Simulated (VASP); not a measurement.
# Ge (I4_1/amd) in VASP: further runs

Runs on Ge. Level: LDA. Tasks: single point.

Program: VASP 6.6.1. These are calculated values, not measurements. Logs are shortened: lines on timing, memory, paths and dates and some standing lists are left out, and cuts for length are marked.

## (1) The cell of the first run

It takes space group I4_1/amd (No. 141, tetragonal). Conventional cell: a = 3.975 Å, b = 3.975 Å, c = 5.472 Å, α = 90.00°, β = 90.00°, γ = 90.00°. Within 3.2 Å of Ge (site symmetry -4m2) lie 4 Ge at 2.41 Å.

## (2) Single point, LDA (engineering shear strain xy +0.0000, normal strain along z -0.0267)

File INCAR:

```
SYSTEM = Ge
PREC = Accurate
ENCUT = 520
EDIFF = 1E-6
ISMEAR = 0
SIGMA = 0.15
LREAL = .FALSE.
LASPH = .TRUE.
NELM = 80
ALGO = Normal
ISIF = 2
LWAVE = .FALSE.
LCHARG = .FALSE.
NBANDS = 21
```

File KPOINTS:

```
Automatic mesh
0
G
  14 14 14
  0 0 0
```

File POSCAR:

```
Ge
1.0
    0.0000000000      2.8109115346      2.7358601966
    2.8109115346      0.0000000000      2.7358601966
    2.8109115346      2.8109115346      0.0000000000
Ge
2
Direct
    0.5000000000      0.5000000000      0.5000000000
    0.7500000000      0.7500000000      0.7500000000
```

Potentials or basis: VASP PAW LDA potentials, release 64 (Ge_d).

On the command line:

```console
cat potpaw_LDA.64/Ge_d/POTCAR > POTCAR
mpirun -np 1 vasp_std > vasp.out
```

OUTCAR:

```text
SYSTEM = Ge
   PREC = Accurate
   ENCUT = 520
   EDIFF = 1E-6
   ISMEAR = 0
   LREAL = .FALSE.
   LASPH = .TRUE.
   NELM = 80
   ISIF = 2

 ion  position               nearest neighbor table
   1  0.500  0.500  0.500-   2 2.41   2 2.41   2 2.41   2 2.41
   2  0.750  0.750  0.750-   1 2.41   1 2.41   1 2.41   1 2.41

  LATTYP: Found a body centered tetragonal cell.
 ALAT       =     3.9752292149
 C/A-ratio  =     1.3764540602

  Lattice vectors:

 A1 = (   0.0000000000,  -2.8109115346,  -2.7358601966)
 A2 = (   0.0000000000,   2.8109115346,  -2.7358601966)
 A3 = (   2.8109115346,   0.0000000000,   2.7358601966)

Analysis of symmetry for initial positions (statically):
=====================================================================
 Subroutine PRICEL returns:
 Original cell was already a primitive cell.

 Routine SETGRP: Setting up the symmetry group for a
 body centered tetragonal supercell.

 Subroutine GETGRP returns: Found 16 space group operations
 (whereof  8 operations were pure point group operations)
 out of a pool of 16 trial point group operations.

The static configuration has the point symmetry D_2d.
 The point group associated with its full space group is D_4h.

Analysis of symmetry for dynamics (positions and initial velocities):
=====================================================================
 Subroutine PRICEL returns:
 Original cell was already a primitive cell.

 Routine SETGRP: Setting up the symmetry group for a
 body centered tetragonal supercell.

 Subroutine GETGRP returns: Found 16 space group operations
 (whereof  8 operations were pure point group operations)
 out of a pool of 16 trial point group operations.

The dynamic configuration has the point symmetry D_2d.
 The point group associated with its full space group is D_4h.

 Subroutine INISYM returns: Found 16 space group operations
 (whereof  8 operations are pure point group operations),
 and found     1 'primitive' translations

----------------------------------------------------------------------------------------

                                     Primitive cell

  volume of cell :      43.2333

  direct lattice vectors                    reciprocal lattice vectors
     0.000000000  2.810911535  2.735860197    -0.177878241  0.177878241  0.182757877
     2.810911535  0.000000000  2.735860197     0.177878241 -0.177878241  0.182757877
     2.810911535  2.810911535  0.000000000     0.177878241  0.177878241 -0.182757877

  length of vectors
     3.922518919  3.922518919  3.975229215     0.310936937  0.310936937  0.310936937

  position of ions in fractional coordinates (direct lattice)
     0.500000000  0.500000000  0.500000000
     0.750000000  0.750000000  0.750000000

  ion indices of the primitive-cell ions
   primitive index   ion index
                 1           1
                 2           2

----------------------------------------------------------------------------------------

 KPOINTS: Automatic mesh

Automatic generation of k-mesh.
 Grid dimensions read from file:
 generate k-points for:   14   14   14

 Generating k-lattice:

  Cartesian coordinates                     Fractional coordinates (reciprocal lattice)
    -0.012705589  0.012705589  0.013054134     0.071428571  0.000000000  0.000000000
     0.012705589 -0.012705589  0.013054134     0.000000000  0.071428571  0.000000000
     0.012705589  0.012705589 -0.013054134     0.000000000  0.000000000  0.071428571

  Length of vectors
     0.022209781  0.022209781  0.022209781

  Shift w.r.t. Gamma in fractional coordinates (k-lattice)
     0.000000000  0.000000000  0.000000000

 Subroutine IBZKPT returns following result:
 ===========================================

 Found    244 irreducible k-points:

 Following reciprocal coordinates:
            Coordinates               Weight
  0.000000  0.000000  0.000000      1.000000
  0.071429  0.000000  0.000000      8.000000
  0.142857 -0.000000  0.000000      8.000000
  0.214286 -0.000000  0.000000      8.000000
  0.285714  0.000000  0.000000      8.000000
  0.357143  0.000000  0.000000      8.000000
[... 16 lines left out ...]
  0.214286  0.142857  0.000000      8.000000
  0.285714  0.142857  0.000000      8.000000
 [... further k-points ...]
   k-points           NKPTS =    244   k-points in BZ     NKDIM =    244   number of bands    NBANDS=     21
   number of dos      NEDOS =    301   number of ions     NIONS =      2
   total plane-waves  NPLWV =  27000
   dimension x,y,z NGX =    30 NGY =   30 NGZ =   30
   dimension x,y,z NGXF=    60 NGYF=   60 NGZF=   60
   ions per type =               2
   NGX,Y,Z   is equivalent  to a cutoff of  12.71, 12.71, 12.55 a.u.
   NGXF,Y,Z  is equivalent  to a cutoff of  25.43, 25.43, 25.09 a.u.
 SYSTEM =  Ge
   PREC   = accura    normal or accurate (medium, high low for compatibility)
   ISTART =      0    job   : 0-new  1-cont  2-samecut
   ICHARG =      2    charge: 1-file 2-atom 10-const
   ISPIN  =      1    spin polarized calculation?
   LNONCOLLINEAR =      F non collinear calculations
   LSORBIT =      F    spin-orbit coupling
   LASPH  =      T    aspherical Exc in radial PAW
   ENCUT  =  520.0 eV  38.22 Ry    6.18 a.u.   7.29  7.29  7.39*2*pi/ulx,y,z
   NELM   =     80;   NELMIN=  2; NELMDL= -5     # of ELM steps
   EDIFF  = 0.1E-05   stopping-criterion for ELM
   LREAL  =      F    real-space projection
   EDIFFG = 0.1E-04   stopping-criterion for IOM
   NSW    =      0    number of steps for IOM
   IBRION =     -1    ionic relax: 0-MD 1-quasi-New 2-CG
   NFREE  =      0    steps in history (QN), initial steepest desc. (CG)
   ISIF   =      2    stress and relaxation
   ISYM   =      2    0-nonsym 1-usesym 2-fastsym
   POTIM  = 0.5000    time-step for ionic-motion
   TEBEG  =    0.0;   TEEND  =   0.0 temperature during run
   PSTRESS=    0.0 pullay stress
   NELECT =      28.0000    total number of electrons
   NUPDOWN=      -1.0000    fix difference up-down
   EMIN   =  10.00;   EMAX   =-10.00  energy-range for DOS
   EFERMI =   0.00;   METHOD = LEGACY
   ISMEAR =     0;   SIGMA  =   0.15  broadening in eV -4-tet -1-fermi 0-gaus
   EFERMI_NEDOS =   21; number of points for ismear=-14 and -15
   IALGO  =     38    algorithm
   IMIX   =      4    mixing-type and parameters
     AMIX     =   0.40;   BMIX     =  1.00
     AMIX_MAG =   1.60;   BMIX_MAG =  1.00
  volume/ion in A,a.u.               =      21.62       145.88
  Fermi-wavevector in a.u.,A,eV,Ry     =   1.416407  2.676621 27.296131  2.006209
  Thomas-Fermi vector in A             =   2.537745
   LORBIT       =      0    0 simple, 1 ext, 2 COOP (PROOUT), +10 PAW based schemes
   GGA     = CA    functional components
   LHFCALC =     F    Hartree Fock is set to
   AEXX    =    0.0000 exact exchange contribution
   IVDW    =     0    specifies the selected vdW correction
   LEPSILON=     F    determine dielectric tensor
   LRPA    =     F    only Hartree local field effects (RPA)
 non-spin polarized calculation
 Gauss-broadening in eV      SIGMA  =   0.15
  energy-cutoff  :      520.00
  volume of cell :       43.23
 maximum number of plane-waves:      1195
 NGX is ok and might be reduce to    30
   NGX = 15   NGY = 15   NGZ = 15

 number of electron      28.0000007 magnetization

 Free energy of the ion-electron system (eV)
  ---------------------------------------------------
  ext. energy  EPLUGINS =         0.00000000
  ---------------------------------------------------
  free energy    TOTEN  =       -10.37825019 eV

  energy without entropy =      -10.37783014  energy(sigma->0) =      -10.37804016

 E-fermi :   5.2827     XC(G=0): -10.5089

 val. band max:        5.1240644653   @ k =   0.0714   0.0000   0.0000
 cond. band min:       5.3241565537   @ k =   0.0000   0.0000   0.0000
 fundamental gap:      0.2000920884
 Fermi energy:         5.2826789256

 k-point     1 :       0.0000    0.0000    0.0000
  band No.  band energies     occupation
      1     -19.8314      2.00000
      2     -19.8231      2.00000
      3     -19.8231      2.00000
      4     -19.7875      2.00000
      5     -19.7834      2.00000
      6     -19.5529      2.00000
[... 13 lines left out ...]
     20      14.5835      0.00000
     21      15.1117      0.00000

 k-point     2 :       0.0714    0.0000    0.0000
  band No.  band energies     occupation
      1     -19.8336      2.00000
      2     -19.8270      2.00000
      3     -19.8236      2.00000
      4     -19.7821      2.00000
      5     -19.7785      2.00000
      6     -19.5569      2.00000
[... 13 lines left out ...]
     20      14.0962      0.00000
     21      14.5063      0.00000

 k-point     3 :       0.1429   -0.0000    0.0000
  band No.  band energies     occupation
      1     -19.8400      2.00000
      2     -19.8342      2.00000
      3     -19.8221      2.00000
      4     -19.7709      2.00000
      5     -19.7679      2.00000
      6     -19.5662      2.00000
[... 13 lines left out ...]
     20      13.5628      0.00000
     21      13.8834      0.00000

 k-point     4 :       0.2143   -0.0000    0.0000
  band No.  band energies     occupation
      1     -19.8468      2.00000
      2     -19.8406      2.00000
      3     -19.8186      2.00000
      4     -19.7591      2.00000
      5     -19.7567      2.00000
      6     -19.5755      2.00000
[... 13 lines left out ...]
     20      13.4187      0.00000
     21      13.6783      0.00000

 k-point     5 :       0.2857    0.0000    0.0000
  band No.  band energies     occupation
      1     -19.8521      2.00000
      2     -19.8449      2.00000
      3     -19.8145      2.00000
      4     -19.7495      2.00000
      5     -19.7475      2.00000
      6     -19.5828      2.00000
[... 13 lines left out ...]
     20      13.7904      0.00000
     21      13.8722      0.00000
[... 382 lines left out ...]
     20      13.3666      0.00000
     21      14.0253      0.00000

 k-point    22 :       0.1429    0.1429    0.0000
  band No.  band energies     occupation
      1     -19.8366      2.00000
      2     -19.8304      2.00000
      3     -19.8304      2.00000
      4     -19.7738      2.00000
      5     -19.7545      2.00000
      6     -19.5889      2.00000
[... 13 lines left out ...]
     20      13.2104      0.00000
     21      14.9526      0.00000

 k-point    23 :       0.2143    0.1429    0.0000
  band No.  band energies     occupation
      1     -19.8435      2.00000
      2     -19.8349      2.00000
      3     -19.8263      2.00000
      4     -19.7650      2.00000
      5     -19.7418      2.00000
      6     -19.6035      2.00000
[... 13 lines left out ...]
     20      14.0182      0.00000
     21      14.9139      0.00000

 k-point    24 :       0.2857    0.1429    0.0000
  band No.  band energies     occupation
      1     -19.8531      2.00000
      2     -19.8400      2.00000
      3     -19.8169      2.00000
      4     -19.7542      2.00000
      5     -19.7301      2.00000
      6     -19.6146      2.00000
[... 13 lines left out ...]
     20      14.5645      0.00000
     21      15.0605      0.00000

 [... further k-points ...]
[... 5 lines left out ...]
  --------------------------------------------------------------------------------------
  -------------------------------------------------------------------------------------
  Total        0.4606865      0.4606865      0.9873172      0.0000000     -0.0000000      0.0000000
  in kB       17.0725279     17.0725279     36.5888728      0.0000000     -0.0000000      0.0000000
  external PRESSURE =      23.5779762 kB  Pullay stress =       0.0000000 kB

 VOLUME and BASIS-vectors are now :
 -----------------------------------------------------------------------------
  energy-cutoff  :      520.00
  volume of cell :       43.23
      direct lattice vectors                 reciprocal lattice vectors
     0.000000000  2.810911535  2.735860197    -0.177878241  0.177878241  0.182757877
     2.810911535  0.000000000  2.735860197     0.177878241 -0.177878241  0.182757877
     2.810911535  2.810911535  0.000000000     0.177878241  0.177878241 -0.182757877

 POSITION                                       TOTAL-FORCE (eV/Angst)
 -----------------------------------------------------------------------------------
      2.81091      2.81091      2.73586         0.000000      0.000000      0.000000
      4.21637      4.21637      4.10379        -0.000000     -0.000000     -0.000000
 -----------------------------------------------------------------------------------
    total drift:                                0.000000     -0.000000     -0.000000

  FREE ENERGIE OF THE ION-ELECTRON SYSTEM (eV)
  ---------------------------------------------------
  free  energy   TOTEN  =       -10.3782501913 eV

  energy  without entropy=      -10.3778301382  energy(sigma->0) =      -10.37804016
```

It took 4.5 min on 1 thread of Intel Xeon 8259CL, shared host; peak memory 0.28 GiB.

What came out:

| Item | Value |
| --- | --- |
| Free energy | -10.3783 eV |
| Pressure | 2.4 GPa |

Caveat: the cell differs from its parent crystal (engineering shear strain xy +0.0000, normal strain along z -0.0267).

## (3) Single point, LDA (engineering shear strain xy +0.0000, normal strain along z -0.0133)

File INCAR:

```
PREC = Accurate ; ENCUT = 520
EDIFF = 1E-6 ; ISMEAR = 0
SIGMA = 0.15 ; LREAL = F
LASPH = T ; NELM = 100
ALGO = Normal ; ISIF = 2
LWAVE = F ; LCHARG = T
LELF = T ; LVHAR = T
NBANDS = 21
```

File KPOINTS:

```
regular mesh
0
Gamma
  14 14 14
```

File POSCAR:

```
Ge
1.0
    0.0000000000      2.8109115346      2.7735264112
    2.8109115346      0.0000000000      2.7735264112
    2.8109115346      2.8109115346      0.0000000000
Ge
2
Direct
    0.5000000000      0.5000000000      0.5000000000
    0.7500000000      0.7500000000      0.7500000000
```

Potentials or basis: VASP PAW LDA potentials, release 64 (Ge_d).

On the command line:

```console
cat potpaw_LDA.64/Ge_d/POTCAR > POTCAR
mpirun -np 1 vasp_std > vasp.out
```

It took 4.9 min on 1 thread of Intel Xeon 8259CL, shared host; peak memory 0.28 GiB.

The run converged. Its results:

```yaml
Free_energy: -10.3883 eV
Pressure: 1.3 GPa
```

Stress tensor (GPa, compression positive):
```
0.93 0.00 0.00
0.00 0.93 0.00
0.00 0.00 1.92
```

Levels at points of the mesh, in eV from the Fermi level:
```
           k point  band 12  band 13  band 14  band 15  band 16  band 17
(0.00, 0.00, 0.00)    -0.11    -0.11     0.00     0.08     2.43     2.49
(0.50, 0.00, 0.00)    -7.86    -1.59    -1.47     0.09     3.62     3.71
(0.50, 0.50, 0.00)    -9.07    -3.33    -3.33     0.48     0.48     9.62
(0.50, 0.00, 0.50)    -9.14    -3.23    -3.23     0.59     0.59     9.59
```

Caveat: the cell differs from its parent crystal (engineering shear strain xy +0.0000, normal strain along z -0.0133).

## (4) Single point, LDA (engineering shear strain xy +0.0000, normal strain along z +0.0133)

File INCAR:

```
PREC     = Accurate       # precision mode
ENCUT    = 520            # plane-wave cutoff, eV
EDIFF    = 1E-6           # SCF threshold, eV
ISMEAR   = 0              # smearing method
SIGMA    = 0.15           # smearing width, eV
LREAL    = F              # projectors in reciprocal space
LASPH    = T              # aspherical terms in the spheres
NELM     = 60             # most SCF steps
ALGO     = Normal         # electronic algorithm
ISIF     = 2              # what is computed and relaxed
LWAVE    = F              # write WAVECAR
LCHARG   = F              # write CHGCAR
GGA      = CA             # functional
NBANDS   = 21             # bands
```

File KPOINTS:

```
Automatic mesh
0
Gamma
  14 14 14
```

File POSCAR:

```
Ge
1.0
    0.0000000000      2.8109115346      2.8482966580
    2.8109115346      0.0000000000      2.8482966580
    2.8109115346      2.8109115346      0.0000000000
Ge
2
Direct
    0.5000000000      0.5000000000      0.5000000000
    0.7500000000      0.7500000000      0.7500000000
```

On the command line:

```console
cat potpaw_LDA.64/Ge_d/POTCAR > POTCAR
mpirun -np 1 vasp_std > vasp.out
```

Run time: 4.2 min. Hardware: 1 thread of Intel Xeon 8259CL, shared host; peak memory 0.28 GiB.

Results (log left out):

```yaml
Free_energy: -10.3898 eV
Pressure: -0.7 GPa
Band_gap_on_the_k_mesh: zero (filled and empty bands touch)
```

Stress tensor (GPa, compression positive):
```
-0.36  0.00  0.00
 0.00 -0.36  0.00
 0.00  0.00 -1.35
```

Levels at points of the mesh, in eV from the Fermi level:
```tsv
k point	band 10	band 11	band 12	band 13	band 14	band 15	band 16	band 17	band 18	band 19
(0.00, 0.00, 0.00)	-24.71	-12.88	-0.12	-0.10	0.01	0.01	2.48	2.48	2.55	6.20
(0.50, 0.00, 0.00)	-24.68	-10.77	-7.69	-1.50	-1.38	0.05	3.66	3.74	6.95	10.39
(0.50, 0.50, 0.00)	-24.67	-9.02	-9.02	-3.06	-3.06	0.70	0.70	9.42	9.42	11.43
(0.50, 0.00, 0.50)	-24.67	-8.95	-8.95	-3.15	-3.15	0.60	0.60	9.42	9.42	11.47
```

Caveat: the cell differs from its parent crystal (engineering shear strain xy +0.0000, normal strain along z +0.0133).

## (5) Summary

```tsv
cell	pressure (GPa)
a = 3.923, b = 3.923, c = 3.975 Å, angles 59.6, 59.6, 60.9°, 2 atoms	2.4
a = 3.949, b = 3.949, c = 3.975 Å, angles 59.8, 59.8, 60.4°, 2 atoms	1.3
a = 4.002, b = 4.002, c = 3.975 Å, angles 60.2, 60.2, 59.6°, 2 atoms	-0.7
```

Alike in all rows: task single point; level LDA; potentials or basis VASP PAW LDA potentials, release 64 (Ge_d); no spin polarisation; k mesh 14 × 14 × 14; cutoff (eV) 520; smearing gaussian 0.15 eV.

Total energies depend on the potentials used, so only differences within one code and one set of settings carry meaning.
